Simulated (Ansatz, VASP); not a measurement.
## ZnCd4S in VASP and in Ansatz

```
Zn Cd S
1.0
     5.94491    0.00000    0.00000
    -2.97245    5.14844    0.00000
     0.00000    0.00000    4.48157
Zn Cd S
1 4 1
Direct
  0.33333 0.66667 0.00000
  0.66667 0.33333 0.00000
  0.01017 0.50508 0.50000
  0.49492 0.50508 0.50000
  0.49492 0.98984 0.50000
  0.00000 0.00000 0.00000
```

Change from the starting cell: species swapped into the SmBeCu4 type (P-6m2, No. 187).

Alike in both runs: task relaxation of cell and atoms; functional PBE; k mesh 6 × 6 × 8; occupations gaussian, width 0.1 eV; no spin polarisation.

|  | VASP | Ansatz |
| --- | --- | --- |
| version | VASP 6.6.1 | Ansatz 0.2.0 |
| potentials or method | VASP PAW PBE potentials, release 64 (Zn, Cd, S), cutoff 600 eV | scalar-relativistic, plane waves, PAW |
| valence electrons in the cell | 66 | 98 |

Ansatz gave:

* gap on the k mesh at the Fermi level, each at its own relaxed structure (eV): none
* relaxed volume (Å³/atom): 23.63
* relaxed cell length with the largest relative difference (Å): 4.772

**Question.** Estimate VASP's values.

**Answer.** gap on the k mesh at the Fermi level, each at its own relaxed structure (eV): none; relaxed volume (Å³/atom): 23.74; relaxed cell length with the largest relative difference (Å): 4.785.

A gap of «none» marks a metal or a gap that the smearing closes. VASP's potentials hold 66 valence electrons a cell and Ansatz's 98, so a difference there can come from the potentials and not from the codes.
